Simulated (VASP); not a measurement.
# P3N (Pm-3m) in VASP: further runs

The runs below take P3N through single point, relaxation of cell and atoms, with PBE.

All numbers are computed with VASP 6.6.1; they aren't measurements. Logs are shortened: lines on timing, memory, paths and dates and some standing lists are left out, and cuts for length are marked.

## (1) The cell of the first run

It takes space group Pm-3m (No. 221, cubic). The conventional cell has a = 3.678 Å, b = 3.678 Å, c = 3.678 Å, α = 90.00°, β = 90.00°, γ = 90.00°. P (site symmetry 4/mmm) has 8 P at 2.60 Å and 4 N at 2.60 Å within 3.4 Å. Within 3.4 Å of N (site symmetry m-3m) lie 12 P at 2.60 Å.

The cell was generated, and may not be a known phase.

## (2) Single point, PBE

The input, INCAR:

```
PREC = Accurate ; ENCUT = 520
EDIFF = 1E-6 ; ISMEAR = 0
SIGMA = 0.1 ; LREAL = F
LASPH = T ; NELM = 60
ALGO = Normal ; ISIF = 2
LWAVE = F ; LCHARG = F
GGA = PE ; NBANDS = 18
```

The input, KPOINTS:

```
Automatic mesh
0
Gamma
  12 12 12
```

The input, POSCAR:

```
P3N
1.0
    3.6780551196      0.0000000000      0.0000000000
    0.0000000000      3.6780551196      0.0000000000
    0.0000000000      0.0000000000      3.6780551196
P N
3 1
Direct
    0.0000000000      0.5000000000      0.5000000000
    0.5000000000      0.0000000000      0.5000000000
    0.5000000000      0.5000000000      0.0000000000
    0.0000000000      0.0000000000      0.0000000000
```

Potentials or basis: VASP PAW PBE potentials, release 64 (P, N).

On the command line:

```
cat potpaw_PBE.64/P/POTCAR potpaw_PBE.64/N/POTCAR > POTCAR
mpirun -np 1 vasp_std > vasp.out
```

OUTCAR:

```text
PREC = Accurate
   ENCUT = 520
   EDIFF = 1E-6
   ISMEAR = 0
   LREAL = F
   LASPH = T
   NELM = 60
   ISIF = 2
   GGA = PE

 ion  position               nearest neighbor table
   1  0.000  0.500  0.500-   2 2.60   3 2.60   3 2.60   2 2.60   2 2.60   3 2.60   3 2.60   2 2.60

   2  0.500  0.000  0.500-   1 2.60   3 2.60   3 2.60   1 2.60   3 2.60   3 2.60   1 2.60   1 2.60

   3  0.500  0.500  0.000-   1 2.60   2 2.60   1 2.60   2 2.60   2 2.60   2 2.60   1 2.60   1 2.60

   4  0.000  0.000  0.000-

  LATTYP: Found a simple cubic cell.
 ALAT       =     3.6780551196

  Lattice vectors:

 A1 = (   3.6780551196,   0.0000000000,   0.0000000000)
 A2 = (   0.0000000000,   3.6780551196,   0.0000000000)
 A3 = (   0.0000000000,   0.0000000000,   3.6780551196)

Analysis of symmetry for initial positions (statically):
=====================================================================
 Subroutine PRICEL returns:
 Original cell was already a primitive cell.

 Routine SETGRP: Setting up the symmetry group for a
 simple cubic supercell.

 Subroutine GETGRP returns: Found 48 space group operations
 (whereof 48 operations were pure point group operations)
 out of a pool of 48 trial point group operations.

The static configuration has the point symmetry O_h .

Analysis of symmetry for dynamics (positions and initial velocities):
=====================================================================
 Subroutine PRICEL returns:
 Original cell was already a primitive cell.

 Routine SETGRP: Setting up the symmetry group for a
 simple cubic supercell.

 Subroutine GETGRP returns: Found 48 space group operations
 (whereof 48 operations were pure point group operations)
 out of a pool of 48 trial point group operations.

The dynamic configuration has the point symmetry O_h .

 Subroutine INISYM returns: Found 48 space group operations
 (whereof 48 operations are pure point group operations),
 and found     1 'primitive' translations

----------------------------------------------------------------------------------------

                                     Primitive cell

  volume of cell :      49.7571

  direct lattice vectors                    reciprocal lattice vectors
     3.678055120  0.000000000  0.000000000     0.271882821  0.000000000  0.000000000
     0.000000000  3.678055120  0.000000000     0.000000000  0.271882821  0.000000000
     0.000000000  0.000000000  3.678055120     0.000000000  0.000000000  0.271882821

  length of vectors
     3.678055120  3.678055120  3.678055120     0.271882821  0.271882821  0.271882821

  position of ions in fractional coordinates (direct lattice)
     0.000000000  0.500000000  0.500000000
     0.500000000  0.000000000  0.500000000
     0.500000000  0.500000000  0.000000000
     0.000000000  0.000000000  0.000000000

  ion indices of the primitive-cell ions
   primitive index   ion index
                 1           1
                 2           2
                 3           3
                 4           4

----------------------------------------------------------------------------------------

 KPOINTS: Automatic mesh

Automatic generation of k-mesh.
 Grid dimensions read from file:
 generate k-points for:   12   12   12

 Generating k-lattice:

  Cartesian coordinates                     Fractional coordinates (reciprocal lattice)
     0.022656902  0.000000000  0.000000000     0.083333333  0.000000000  0.000000000
     0.000000000  0.022656902  0.000000000     0.000000000  0.083333333  0.000000000
     0.000000000  0.000000000  0.022656902     0.000000000  0.000000000  0.083333333

  Length of vectors
     0.022656902  0.022656902  0.022656902

  Shift w.r.t. Gamma in fractional coordinates (k-lattice)
     0.000000000  0.000000000  0.000000000

 Subroutine IBZKPT returns following result:
 ===========================================

 Found     84 irreducible k-points:

 Following reciprocal coordinates:
            Coordinates               Weight
  0.000000  0.000000  0.000000      1.000000
  0.083333  0.000000  0.000000      6.000000
  0.166667  0.000000  0.000000      6.000000
  0.250000  0.000000  0.000000      6.000000
  0.333333  0.000000  0.000000      6.000000
  0.416667  0.000000  0.000000      6.000000
[... 16 lines left out ...]
  0.333333  0.333333  0.000000     12.000000
  0.416667  0.333333  0.000000     24.000000
 [... further k-points ...]
   k-points           NKPTS =     84   k-points in BZ     NKDIM =     84   number of bands    NBANDS=     18
   number of dos      NEDOS =    301   number of ions     NIONS =      4
   total plane-waves  NPLWV =  21952
   dimension x,y,z NGX =    28 NGY =   28 NGZ =   28
   dimension x,y,z NGXF=    56 NGYF=   56 NGZF=   56
   ions per type =               3   1
   NGX,Y,Z   is equivalent  to a cutoff of  12.66, 12.66, 12.66 a.u.
   NGXF,Y,Z  is equivalent  to a cutoff of  25.31, 25.31, 25.31 a.u.
 SYSTEM =  unknown system
   PREC   = accura    normal or accurate (medium, high low for compatibility)
   ISTART =      0    job   : 0-new  1-cont  2-samecut
   ICHARG =      2    charge: 1-file 2-atom 10-const
   ISPIN  =      1    spin polarized calculation?
   LNONCOLLINEAR =      F non collinear calculations
   LSORBIT =      F    spin-orbit coupling
   LASPH  =      T    aspherical Exc in radial PAW
   ENCUT  =  520.0 eV  38.22 Ry    6.18 a.u.   6.84  6.84  6.84*2*pi/ulx,y,z
   NELM   =     60;   NELMIN=  2; NELMDL= -5     # of ELM steps
   EDIFF  = 0.1E-05   stopping-criterion for ELM
   LREAL  =      F    real-space projection
   EDIFFG = 0.1E-04   stopping-criterion for IOM
   NSW    =      0    number of steps for IOM
   IBRION =     -1    ionic relax: 0-MD 1-quasi-New 2-CG
   NFREE  =      0    steps in history (QN), initial steepest desc. (CG)
   ISIF   =      2    stress and relaxation
   ISYM   =      2    0-nonsym 1-usesym 2-fastsym
   POTIM  = 0.5000    time-step for ionic-motion
   TEBEG  =    0.0;   TEEND  =   0.0 temperature during run
   PSTRESS=    0.0 pullay stress
   NELECT =      20.0000    total number of electrons
   NUPDOWN=      -1.0000    fix difference up-down
   EMIN   =  10.00;   EMAX   =-10.00  energy-range for DOS
   EFERMI =   0.00;   METHOD = LEGACY
   ISMEAR =     0;   SIGMA  =   0.10  broadening in eV -4-tet -1-fermi 0-gaus
   EFERMI_NEDOS =   21; number of points for ismear=-14 and -15
   IALGO  =     38    algorithm
   IMIX   =      4    mixing-type and parameters
     AMIX     =   0.40;   BMIX     =  1.00
     AMIX_MAG =   1.60;   BMIX_MAG =  1.00
  volume/ion in A,a.u.               =      12.44        83.94
  Fermi-wavevector in a.u.,A,eV,Ry     =   1.208185  2.283138 19.860558  1.459710
  Thomas-Fermi vector in A             =   2.343800
   LORBIT       =      0    0 simple, 1 ext, 2 COOP (PROOUT), +10 PAW based schemes
   GGA     = PE    functional components
   LHFCALC =     F    Hartree Fock is set to
   AEXX    =    0.0000 exact exchange contribution
   IVDW    =     0    specifies the selected vdW correction
   LEPSILON=     F    determine dielectric tensor
   LRPA    =     F    only Hartree local field effects (RPA)
 non-spin polarized calculation
 Gauss-broadening in eV      SIGMA  =   0.10
  energy-cutoff  :      520.00
  volume of cell :       49.76
 maximum number of plane-waves:      1376
 NGX is ok and might be reduce to    28
   NGX = 13   NGY = 13   NGZ = 13

 number of electron      20.0000004 magnetization

 Free energy of the ion-electron system (eV)
  ---------------------------------------------------
  ext. energy  EPLUGINS =         0.00000000
  ---------------------------------------------------
  free energy    TOTEN  =       -18.26842079 eV

  energy without entropy =      -18.25816850  energy(sigma->0) =      -18.26329464

 E-fermi :   9.4518     XC(G=0): -11.7429

 val. band max:        9.4337551547   @ k =   0.1667   0.1667   0.0000
 cond. band min:       9.4696138357   @ k =   0.3333   0.2500   0.0833
 fundamental gap:      0.0358586810
 Fermi energy:         9.4517646948

 k-point     1 :       0.0000    0.0000    0.0000
  band No.  band energies     occupation
      1      -7.9062      2.00000
      2      -1.9071      2.00000
      3       2.3525      2.00000
      4       2.3525      2.00000
      5       2.7520      2.00000
      6       2.7520      2.00000
[... 10 lines left out ...]
     17      15.2285      0.00000
     18      16.1782      0.00000

 k-point     2 :       0.0833    0.0000    0.0000
  band No.  band energies     occupation
      1      -7.8393      2.00000
      2      -2.0034      2.00000
      3       1.3473      2.00000
      4       2.3982      2.00000
      5       2.8182      2.00000
      6       2.8182      2.00000
[... 10 lines left out ...]
     17      15.2889      0.00000
     18      15.9044      0.00000

 k-point     3 :       0.1667    0.0000    0.0000
  band No.  band energies     occupation
      1      -7.6391      2.00000
      2      -2.3500      2.00000
      3       0.4977      2.00000
      4       2.5298      2.00000
      5       3.0163      2.00000
      6       3.0163      2.00000
[... 10 lines left out ...]
     17      15.3641      0.00000
     18      15.4664      0.00000

 k-point     4 :       0.2500    0.0000    0.0000
  band No.  band energies     occupation
      1      -7.3086      2.00000
      2      -2.9983      2.00000
      3       0.0572      2.00000
      4       2.7289      2.00000
      5       3.3450      2.00000
      6       3.3450      2.00000
[... 375 lines left out ...]
      4       0.3637      2.00000
      5       4.6931      2.00000
      6       5.5787      2.00000
[... 10 lines left out ...]
     17      19.4065      0.00000
     18      20.6601      0.00000

 k-point    23 :       0.3333    0.3333    0.0000
  band No.  band energies     occupation
      1      -5.8722      2.00000
      2      -3.4338      2.00000
      3      -1.8461      2.00000
      4       0.1644      2.00000
      5       4.6394      2.00000
      6       4.8345      2.00000
[... 10 lines left out ...]
     17      17.2258      0.00000
     18      20.0083      0.00000

 k-point    24 :       0.4167    0.3333    0.0000
  band No.  band energies     occupation
      1      -5.3941      2.00000
      2      -3.7657      2.00000
      3      -1.8646      2.00000
      4      -0.4304      2.00000
      5       4.6974      2.00000
      6       5.3997      2.00000
[... 10 lines left out ...]
     17      18.2848      0.00000
     18      20.7347      0.00000

 [... further k-points ...]

------------------------ aborting loop because EDIFF is reached ----------------------------------------

  FORCE on cell =-STRESS in cart. coord.  units (eV):
  Direction    XX          YY          ZZ          XY          YZ          ZX
  --------------------------------------------------------------------------------------
  -------------------------------------------------------------------------------------
  Total       -0.0664673     -0.0664673     -0.0664673     -0.0000000      0.0000000     -0.0000000
  in kB       -2.1402473     -2.1402473     -2.1402473     -0.0000000      0.0000000     -0.0000000
  external PRESSURE =      -2.1402473 kB  Pullay stress =       0.0000000 kB

 VOLUME and BASIS-vectors are now :
 -----------------------------------------------------------------------------
  energy-cutoff  :      520.00
  volume of cell :       49.76
      direct lattice vectors                 reciprocal lattice vectors
     3.678055120  0.000000000  0.000000000     0.271882821  0.000000000  0.000000000
     0.000000000  3.678055120  0.000000000     0.000000000  0.271882821  0.000000000
     0.000000000  0.000000000  3.678055120     0.000000000  0.000000000  0.271882821

 POSITION                                       TOTAL-FORCE (eV/Angst)
 -----------------------------------------------------------------------------------
      0.00000      1.83903      1.83903         0.000000      0.000000      0.000000
      1.83903      0.00000      1.83903         0.000000      0.000000      0.000000
      1.83903      1.83903      0.00000         0.000000      0.000000      0.000000
      0.00000      0.00000      0.00000         0.000000      0.000000      0.000000
 -----------------------------------------------------------------------------------
    total drift:                               -0.000000      0.000000      0.000000

  FREE ENERGIE OF THE ION-ELECTRON SYSTEM (eV)
  ---------------------------------------------------
  free  energy   TOTEN  =       -18.2684207880 eV

  energy  without entropy=      -18.2581685000  energy(sigma->0) =      -18.26329464
```

Wall time 76 s (1 thread of Intel Xeon Platinum 8259CL at 2.50GHz (Skylake/Cascade Lake), shared host); peak memory 0.19 GiB.

Results:

```
Free energy            : -18.2684 eV
Pressure               : -0.2 GPa
Band gap on the k mesh : zero (bands 10 and 11 overlap by 3.35 eV)
```

Levels at points of the mesh, in eV from the Fermi level:
| k point | band 7 | band 8 | band 9 | band 10 | band 11 | band 12 | band 13 | band 14 |
| --- | --- | --- | --- | --- | --- | --- | --- | --- |
| (0.00, 0.00, 0.00) | -6.70 | -0.43 | -0.43 | -0.43 | 1.68 | 1.68 | 1.68 | 3.42 |
| (0.50, 0.00, 0.00) | -4.26 | -4.26 | -2.89 | -1.60 | 1.41 | 1.54 | 1.54 | 2.19 |
| (0.50, 0.50, 0.00) | -2.47 | -2.30 | -2.30 | -2.22 | -1.52 | -1.52 | 2.75 | 2.75 |
| (0.50, 0.50, 0.50) | -7.79 | -7.79 | 1.83 | 1.83 | 1.83 | 6.09 | 6.09 | 6.64 |

## (3) Relaxation of cell and atoms, PBE

This run uses another cell than the first one, of 12.53 Å³/atom.

The input, INCAR:

```
SYSTEM = P3N
PREC = Accurate ; ENCUT = 600
EDIFF = 1E-6 ; ISMEAR = 0
SIGMA = 0.1 ; LREAL = .FALSE.
LASPH = .TRUE. ; NELM = 80
ALGO = Normal ; ISIF = 3
LWAVE = .FALSE. ; LCHARG = .FALSE.
GGA = PE ; IBRION = 2
NSW = 100 ; EDIFFG = -0.01
```

The input, KPOINTS:

```
Automatic mesh
0
G
  12 12 12
  0 0 0
```

The input, POSCAR:

```
P3N
1.0
    3.6867054983      0.0000000000      0.0000000000
    0.0000000000      3.6867054983      0.0000000000
    0.0000000000      0.0000000000      3.6867054983
P N
3 1
Direct
    0.0000000000      0.5000000000      0.5000000000
    0.5000000000      0.0000000000      0.5000000000
    0.5000000000      0.5000000000      0.0000000000
    0.0000000000      0.0000000000      0.0000000000
```

Potentials or basis: VASP PAW PBE potentials, release 64 (P, N).

On the command line:

```
cat potpaw_PBE.64/P/POTCAR potpaw_PBE.64/N/POTCAR > POTCAR
mpirun -np 1 vasp_std > vasp.out
```

OUTCAR:

```text
SYSTEM = P3N
   PREC = Accurate
   ENCUT = 600
   EDIFF = 1E-6
   ISMEAR = 0
   LREAL = .FALSE.
   LASPH = .TRUE.
   NELM = 80
   ISIF = 3
   GGA = PE
   IBRION = 2
   NSW = 100
   EDIFFG = -0.01

 ion  position               nearest neighbor table
   1  0.000  0.500  0.500-   2 2.61   3 2.61   3 2.61   2 2.61   2 2.61   3 2.61   3 2.61   2 2.61

   2  0.500  0.000  0.500-   1 2.61   3 2.61   3 2.61   1 2.61   3 2.61   3 2.61   1 2.61   1 2.61

   3  0.500  0.500  0.000-   1 2.61   2 2.61   1 2.61   2 2.61   2 2.61   2 2.61   1 2.61   1 2.61

   4  0.000  0.000  0.000-

  LATTYP: Found a simple cubic cell.
 ALAT       =     3.6867054983

  Lattice vectors:

 A1 = (   3.6867054983,   0.0000000000,   0.0000000000)
 A2 = (   0.0000000000,   3.6867054983,   0.0000000000)
 A3 = (   0.0000000000,   0.0000000000,   3.6867054983)

[... 278 lines left out ...]
      4       2.3869      2.00000
      5       2.7682      2.00000
      6       2.7682      2.00000
      7       2.7682      2.00000
      8       9.0523      2.00000
      9       9.0523      2.00000
     10       9.0523      2.00000
     11      11.1669      0.00000
     12      11.1669      0.00000
     13      11.1669      0.00000
     14      12.9011      0.00000
[... 377 lines left out ...]
      1      -5.3803      2.00000
      2      -3.7495      2.00000
      3      -1.8449      2.00000
      4      -0.4073      2.00000
      5       4.7208      2.00000
      6       5.4204      2.00000
      7       6.2205      2.00000
      8       6.8029      2.00000
      9       7.6060      2.00000
     10       8.5988      2.00000
     11       8.9858      2.00000
     12       9.9424      0.00000
     13      11.1632      0.00000
     14      11.6282      0.00000

 [... further k-points ...]

------------------------ aborting loop because EDIFF is reached ----------------------------------------

  FORCE on cell =-STRESS in cart. coord.  units (eV):
  Direction    XX          YY          ZZ          XY          YZ          ZX
  --------------------------------------------------------------------------------------
  -------------------------------------------------------------------------------------
  Total       -0.0015469     -0.0015469     -0.0015469     -0.0000000      0.0000000     -0.0000000
  in kB       -0.0499188     -0.0499188     -0.0499188     -0.0000000      0.0000000     -0.0000000
  external PRESSURE =      -0.0499188 kB  Pullay stress =       0.0000000 kB
[... 19 lines left out ...]
  FREE ENERGIE OF THE ION-ELECTRON SYSTEM (eV)
  ---------------------------------------------------
  free  energy   TOTEN  =       -18.2704799266 eV

  energy  without entropy=      -18.2602400571  energy(sigma->0) =      -18.26535999

 reached required accuracy - stopping structural energy minimisation
```

It took 2.8 min on 1 thread of Intel Xeon Platinum 8259CL at 2.50GHz (Skylake/Cascade Lake), shared host; peak memory 0.2 GiB.

What came out:

* Free energy: -18.2705 eV
* Relaxed volume: 12.41 Å³/atom
* Relaxed cell: a = 3.675 Å, b = 3.675 Å, c = 3.675 Å, α = 90.00°, β = 90.00°, γ = 90.00°
* Space group after relaxing (to 0.1 Å): Pm-3m (No. 221)
* Energy gained by relaxing: 0.4 meV/atom
* Ionic steps: 3
* Pressure after relaxing: 0.0 GPa
* Band gap on the k mesh: zero (bands 10 and 11 overlap by 3.36 eV)

The path:
| step | energy change (eV) | largest force (eV/Å) | pressure (GPa) | volume (Å³) |
| --- | --- | --- | --- | --- |
| 1 | 0.0000 | 0.0000 | -1.07 | 50.11 |
| 2 | -0.0014 | 0.0000 | 0.33 | 49.50 |
| 3 | -0.0015 | 0.0000 | 0.00 | 49.65 |

Final structure:
```yaml
crystal:
  lattice:
    - [3.67538, 0.00000, 0.00000]
    - [0.00000, 3.67538, 0.00000]
    - [0.00000, 0.00000, 3.67538]
  atoms:
    - { symbol: P, position: [0.00000, 0.50000, 0.50000] }
    - { symbol: P, position: [0.50000, 0.00000, 0.50000] }
    - { symbol: P, position: [0.50000, 0.50000, 0.00000] }
    - { symbol: N, position: [0.00000, 0.00000, 0.00000] }
```

The gap in the log of VASP goes by the Fermi energy; the results here count the filled bands.